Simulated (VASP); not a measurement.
ZrH2: single point with PBEsol

ZrH2:

```
Zr H
1.0
     0.00000    2.37667    2.37667
     2.37667    0.00000    2.37667
     2.37667    2.37667    0.00000
Zr H
1 2
Direct
  0.00000 0.00000 0.00000
  0.75000 0.75000 0.75000
  0.25000 0.25000 0.25000
```

```yaml
Program: VASP 6.6.1
Task: single point
Functional: PBEsol
Potentials_or_basis: VASP PAW PBE potentials, release 64 (Zr_sv, H)
Cutoff: 520 eV
k_mesh: 10 × 10 × 10
Occupations: fermi-dirac, width 0.1 eV
Spin: no spin polarisation
```

- Pressure: 1.0 GPa
- Band gap on the k mesh: zero (band 7 reaches 9.14 eV, above the bottom of band 8 at 8.34 eV)

Levels at points of the mesh, in eV from the Fermi level:
```csv
k point,band 5,band 6,band 7,band 8,band 9,band 10
"(0.00, 0.00, 0.00)",-9.75,-1.27,-0.34,-0.34,-0.34,2.38
"(0.50, 0.00, 0.00)",-7.55,-4.39,-0.22,-0.22,3.81,3.81
"(0.50, 0.50, 0.00)",-6.69,-4.47,-3.50,4.00,4.07,4.07
```

Wall time 10 s on 1 thread of Intel(R) Xeon(R) 6975P-C (Granite Rapids), with other jobs on the host, peak memory 0.16 GiB.

Caveat: the PAW data sets were made with another functional, which shifts forces and pressure a little.
